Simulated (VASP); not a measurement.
# S (P1) in VASP: single point with PBE

Aim: the single point of S with PBE.

All numbers are computed with VASP 6.6.1; they aren't measurements. Logs are shortened: lines on timing, memory, paths and dates and some standing lists are left out, and cuts for length are marked.

## Step 1: The cell of the first run

The typed cell holds 4 atoms: a = 5.678 Å, b = 5.678 Å, c = 2.950 Å, α = 90.00°, β = 90.00°, γ = 90.00°.

## Step 2: Single point, PBE (one atom moved)

INCAR reads:

```
PREC = Accurate ; ENCUT = 520
EDIFF = 1E-7 ; ISMEAR = 0
SIGMA = 0.1 ; LREAL = False
LASPH = True ; NELM = 80
ALGO = Normal ; ISIF = 2
LWAVE = False ; LCHARG = False
GGA = PE ; NBANDS = 20
```

KPOINTS reads:

```
regular mesh
0
Gamma
  8 8 12
```

POSCAR reads:

```
S
1.0
    5.6780537900      0.0000000000      0.0000000000
    0.0000000000      5.6780537900      0.0000000000
    0.0000000000      0.0000000000      2.9496155800
S
4
Direct
    0.8833913800      0.8833913800      0.5000000000
    0.1166086200      0.1166086200      0.5000000000
    0.3833913800      0.6166086200      0.0000000000
    0.6058426072      0.4067497357     -0.0116049021
```

Potentials or basis: VASP PAW PBE potentials, release 64 (S).

Launch:

```
cat potpaw_PBE.64/S/POTCAR > POTCAR
mpirun -np 1 vasp_std > vasp.out
```

OUTCAR:

```text
PREC = Accurate
   ENCUT = 520
   EDIFF = 1E-7
   ISMEAR = 0
   LREAL = False
   LASPH = True
   NELM = 80
   ISIF = 2
   GGA = PE

 ion  position               nearest neighbor table
   1  0.883  0.883  0.500-   2 1.87
   2  0.117  0.117  0.500-   1 1.87
   3  0.383  0.617  0.000-   4 1.74
   4  0.606  0.407  0.988-   3 1.74

  LATTYP: Found a simple tetragonal cell.
 ALAT       =     5.6780537900
 C/A-ratio  =     0.5194765124

  Lattice vectors:

 A1 = (   5.6780537900,   0.0000000000,   0.0000000000)
 A2 = (   0.0000000000,   5.6780537900,   0.0000000000)
 A3 = (   0.0000000000,   0.0000000000,   2.9496155800)

Analysis of symmetry for initial positions (statically):
=====================================================================
 Subroutine PRICEL returns:
 Original cell was already a primitive cell.

 Routine SETGRP: Setting up the symmetry group for a
 simple tetragonal supercell.

 Subroutine GETGRP returns: Found  1 space group operations
 (whereof  1 operations were pure point group operations)
 out of a pool of 16 trial point group operations.

The static configuration has the point symmetry C_1 .

Analysis of symmetry for dynamics (positions and initial velocities):
=====================================================================
 Subroutine PRICEL returns:
 Original cell was already a primitive cell.

 Routine SETGRP: Setting up the symmetry group for a
 simple tetragonal supercell.

 Subroutine GETGRP returns: Found  1 space group operations
 (whereof  1 operations were pure point group operations)
 out of a pool of 16 trial point group operations.

The dynamic configuration has the point symmetry C_1 .

 Subroutine INISYM returns: Found  1 space group operations
 (whereof  1 operations are pure point group operations),
 and found     1 'primitive' translations

----------------------------------------------------------------------------------------

                                     Primitive cell

  volume of cell :      95.0965

  direct lattice vectors                    reciprocal lattice vectors
     5.678053790  0.000000000  0.000000000     0.176116683  0.000000000  0.000000000
     0.000000000  5.678053790  0.000000000     0.000000000  0.176116683  0.000000000
     0.000000000  0.000000000  2.949615580     0.000000000  0.000000000  0.339027230

  length of vectors
     5.678053790  5.678053790  2.949615580     0.176116683  0.176116683  0.339027230

  position of ions in fractional coordinates (direct lattice)
     0.883391380  0.883391380  0.500000000
     0.116608620  0.116608620  0.500000000
     0.383391380  0.616608620  0.000000000
     0.605842607  0.406749736  0.988395098

  ion indices of the primitive-cell ions
   primitive index   ion index
                 1           1
                 2           2
                 3           3
                 4           4

----------------------------------------------------------------------------------------

 KPOINTS: regular mesh

Automatic generation of k-mesh.
 Grid dimensions read from file:
 generate k-points for:    8    8   12

 Generating k-lattice:

  Cartesian coordinates                     Fractional coordinates (reciprocal lattice)
     0.022014585  0.000000000  0.000000000     0.125000000  0.000000000  0.000000000
     0.000000000  0.022014585  0.000000000     0.000000000  0.125000000  0.000000000
     0.000000000  0.000000000  0.028252269     0.000000000  0.000000000  0.083333333

  Length of vectors
     0.022014585  0.022014585  0.028252269

  Shift w.r.t. Gamma in fractional coordinates (k-lattice)
     0.000000000  0.000000000  0.000000000

 Subroutine IBZKPT returns following result:
 ===========================================

 Found    388 irreducible k-points:

 Following reciprocal coordinates:
            Coordinates               Weight
  0.000000  0.000000  0.000000      1.000000
  0.125000  0.000000  0.000000      2.000000
  0.000000  0.125000  0.000000      2.000000
  0.250000  0.000000  0.000000      2.000000
  0.000000  0.250000  0.000000      2.000000
  0.375000  0.000000  0.000000      2.000000
[... 16 lines left out ...]
 -0.250000  0.250000  0.000000      2.000000
  0.375000  0.250000  0.000000      2.000000
 [... further k-points ...]
   k-points           NKPTS =    388   k-points in BZ     NKDIM =    388   number of bands    NBANDS=     20
   number of dos      NEDOS =    301   number of ions     NIONS =      4
   total plane-waves  NPLWV =  42336
   dimension x,y,z NGX =    42 NGY =   42 NGZ =   24
   dimension x,y,z NGXF=    84 NGYF=   84 NGZF=   48
   ions per type =               4
   NGX,Y,Z   is equivalent  to a cutoff of  12.30, 12.30, 13.53 a.u.
   NGXF,Y,Z  is equivalent  to a cutoff of  24.59, 24.59, 27.05 a.u.
 SYSTEM =  unknown system
   PREC   = accura    normal or accurate (medium, high low for compatibility)
   ISTART =      0    job   : 0-new  1-cont  2-samecut
   ICHARG =      2    charge: 1-file 2-atom 10-const
   ISPIN  =      1    spin polarized calculation?
   LNONCOLLINEAR =      F non collinear calculations
   LSORBIT =      F    spin-orbit coupling
   LASPH  =      T    aspherical Exc in radial PAW
   ENCUT  =  520.0 eV  38.22 Ry    6.18 a.u.  10.56 10.56  5.48*2*pi/ulx,y,z
   NELM   =     80;   NELMIN=  2; NELMDL= -5     # of ELM steps
   EDIFF  = 0.1E-06   stopping-criterion for ELM
   LREAL  =      F    real-space projection
   EDIFFG = 0.1E-05   stopping-criterion for IOM
   NSW    =      0    number of steps for IOM
   IBRION =     -1    ionic relax: 0-MD 1-quasi-New 2-CG
   NFREE  =      0    steps in history (QN), initial steepest desc. (CG)
   ISIF   =      2    stress and relaxation
   ISYM   =      2    0-nonsym 1-usesym 2-fastsym
   POTIM  = 0.5000    time-step for ionic-motion
   TEBEG  =    0.0;   TEEND  =   0.0 temperature during run
   PSTRESS=    0.0 pullay stress
   NELECT =      24.0000    total number of electrons
   NUPDOWN=      -1.0000    fix difference up-down
   EMIN   =  10.00;   EMAX   =-10.00  energy-range for DOS
   EFERMI =   0.00;   METHOD = LEGACY
   ISMEAR =     0;   SIGMA  =   0.10  broadening in eV -4-tet -1-fermi 0-gaus
   EFERMI_NEDOS =   21; number of points for ismear=-14 and -15
   IALGO  =     38    algorithm
   IMIX   =      4    mixing-type and parameters
     AMIX     =   0.40;   BMIX     =  1.00
     AMIX_MAG =   1.60;   BMIX_MAG =  1.00
  volume/ion in A,a.u.               =      23.77       160.44
  Fermi-wavevector in a.u.,A,eV,Ry     =   1.034563  1.955041 14.562607  1.070321
  Thomas-Fermi vector in A             =   2.168865
   LORBIT       =      0    0 simple, 1 ext, 2 COOP (PROOUT), +10 PAW based schemes
   GGA     = PE    functional components
   LHFCALC =     F    Hartree Fock is set to
   AEXX    =    0.0000 exact exchange contribution
   IVDW    =     0    specifies the selected vdW correction
   LEPSILON=     F    determine dielectric tensor
   LRPA    =     F    only Hartree local field effects (RPA)
 non-spin polarized calculation
 Gauss-broadening in eV      SIGMA  =   0.10
  energy-cutoff  :      520.00
  volume of cell :       95.10
 maximum number of plane-waves:      2595
   NGX = 21   NGY = 21   NGZ = 11

 number of electron      23.9999997 magnetization

 Free energy of the ion-electron system (eV)
  ---------------------------------------------------
  ext. energy  EPLUGINS =         0.00000000
  ---------------------------------------------------
  free energy    TOTEN  =       -14.63938202 eV

  energy without entropy =      -14.61867351  energy(sigma->0) =      -14.62902777

 E-fermi :   3.2333     XC(G=0):  -8.7544

 val. band max:        3.2331844652   @ k =   0.1250  -0.3750   0.2500
 cond. band min:       3.2342964186   @ k =  -0.1250  -0.2500  -0.2500
 fundamental gap:      0.0011119534
 Fermi energy:         3.2333068928

 k-point     1 :       0.0000    0.0000    0.0000
  band No.  band energies     occupation
      1     -14.4769      2.00000
      2     -13.0730      2.00000
      3      -7.5933      2.00000
      4      -7.5092      2.00000
      5      -2.5895      2.00000
      6      -1.9689      2.00000
[... 12 lines left out ...]
     19      10.6281      0.00000
     20      11.1438      0.00000

 k-point     2 :       0.1250    0.0000    0.0000
  band No.  band energies     occupation
      1     -14.4717      2.00000
      2     -13.0798      2.00000
      3      -7.5899      2.00000
      4      -7.5075      2.00000
      5      -2.7158      2.00000
      6      -2.2778      2.00000
[... 12 lines left out ...]
     19      10.8140      0.00000
     20      11.1383      0.00000

 k-point     3 :       0.0000    0.1250    0.0000
  band No.  band energies     occupation
      1     -14.4719      2.00000
      2     -13.0796      2.00000
      3      -7.5903      2.00000
      4      -7.5065      2.00000
      5      -2.7113      2.00000
      6      -2.2989      2.00000
[... 12 lines left out ...]
     19      10.8054      0.00000
     20      11.1423      0.00000

 k-point     4 :       0.2500    0.0000    0.0000
  band No.  band energies     occupation
      1     -14.4589      2.00000
      2     -13.0966      2.00000
      3      -7.5809      2.00000
      4      -7.5038      2.00000
      5      -2.9338      2.00000
      6      -2.6033      2.00000
[... 12 lines left out ...]
     19      11.0605      0.00000
     20      11.2882      0.00000

 k-point     5 :       0.0000    0.2500    0.0000
  band No.  band energies     occupation
      1     -14.4594      2.00000
      2     -13.0958      2.00000
      3      -7.5835      2.00000
      4      -7.4993      2.00000
      5      -2.9276      2.00000
      6      -2.6355      2.00000
[... 12 lines left out ...]
     19      11.0231      0.00000
     20      11.3335      0.00000
[... 353 lines left out ...]
      6      -2.8861      2.00000
[... 12 lines left out ...]
     19      10.5536      0.00000
     20      10.7454      0.00000

 k-point    22 :       0.2500    0.2500    0.0000
  band No.  band energies     occupation
      1     -14.4470      2.00000
      2     -13.1054      2.00000
      3      -7.5963      2.00000
      4      -7.5428      2.00000
      5      -3.1257      2.00000
      6      -2.3382      2.00000
[... 12 lines left out ...]
     19      10.5507      0.00000
     20      11.0883      0.00000

 k-point    23 :      -0.2500    0.2500    0.0000
  band No.  band energies     occupation
      1     -14.4482      2.00000
      2     -13.1023      2.00000
      3      -7.6596      2.00000
      4      -7.4968      2.00000
      5      -2.9765      2.00000
      6      -2.0002      2.00000
[... 12 lines left out ...]
     19      10.8304      0.00000
     20      10.9001      0.00000

 k-point    24 :       0.3750    0.2500    0.0000
  band No.  band energies     occupation
      1     -14.4387      2.00000
      2     -13.1108      2.00000
      3      -7.6218      2.00000
      4      -7.5667      2.00000
      5      -3.0182      2.00000
      6      -2.4395      2.00000
[... 12 lines left out ...]
     19      10.3409      0.00000
     20      10.5435      0.00000

 [... further k-points ...]
[... 5 lines left out ...]
  --------------------------------------------------------------------------------------
  -------------------------------------------------------------------------------------
  Total        6.9865798      6.2888936      0.7839284     -5.0656065      0.0137789     -0.0162557
  in kB      117.7093019    105.9547436     13.2075582    -85.3449063      0.2321456     -0.2738754
  external PRESSURE =      78.9572012 kB  Pullay stress =       0.0000000 kB

 VOLUME and BASIS-vectors are now :
 -----------------------------------------------------------------------------
  energy-cutoff  :      520.00
  volume of cell :       95.10
      direct lattice vectors                 reciprocal lattice vectors
     5.678053790  0.000000000  0.000000000     0.176116683  0.000000000  0.000000000
     0.000000000  5.678053790  0.000000000     0.000000000  0.176116683  0.000000000
     0.000000000  0.000000000  2.949615580     0.000000000  0.000000000  0.339027230

 POSITION                                       TOTAL-FORCE (eV/Angst)
 -----------------------------------------------------------------------------------
      5.01594      5.01594      1.47481        -0.515455     -0.447832      0.000930
      0.66211      0.66211      1.47481         0.499636      0.487461      0.001492
      2.17692      3.50114      0.00000        -4.791960      4.536558      0.018765
      3.44001      2.30955      2.91539         4.807779     -4.576187     -0.021187
 -----------------------------------------------------------------------------------
    total drift:                                0.000023      0.000025     -0.000006

  FREE ENERGIE OF THE ION-ELECTRON SYSTEM (eV)
  ---------------------------------------------------
  free  energy   TOTEN  =       -14.6393820236 eV

  energy  without entropy=      -14.6186735141  energy(sigma->0) =      -14.62902777
```

Run time: 7.8 min. Hardware: 1 thread of Intel Xeon Platinum 8488C (Sapphire Rapids), shared host; peak memory 0.55 GiB.

What came out:

| Property | Result |
| --- | --- |
| Free energy | -14.6394 eV |
| Pressure | 7.9 GPa |
| Largest force | 6.638 eV/Å |
| Band gap on the k mesh | zero (bands 12 and 13 overlap by 1.93 eV) |

Forces in eV/Å, atoms in the order of the input:
```
S   -0.515 -0.448  0.001
S    0.500  0.487  0.001
S   -4.792  4.537  0.019
S    4.808 -4.576 -0.021
```

Stress tensor (GPa, compression positive):
```
11.77 -8.53 -0.03
-8.53 10.60  0.02
-0.03  0.02  1.32
```

Caveat: the cell differs from its parent crystal (one atom moved); the stress differs along the axes, from 1 to 12 GPa; this functional lacks dispersion, which holds the molecules together, so the pressure and a relaxed volume are unreliable; forces of over 1 eV/Å act on the atoms, so gaps and moduli don't describe the material at rest.
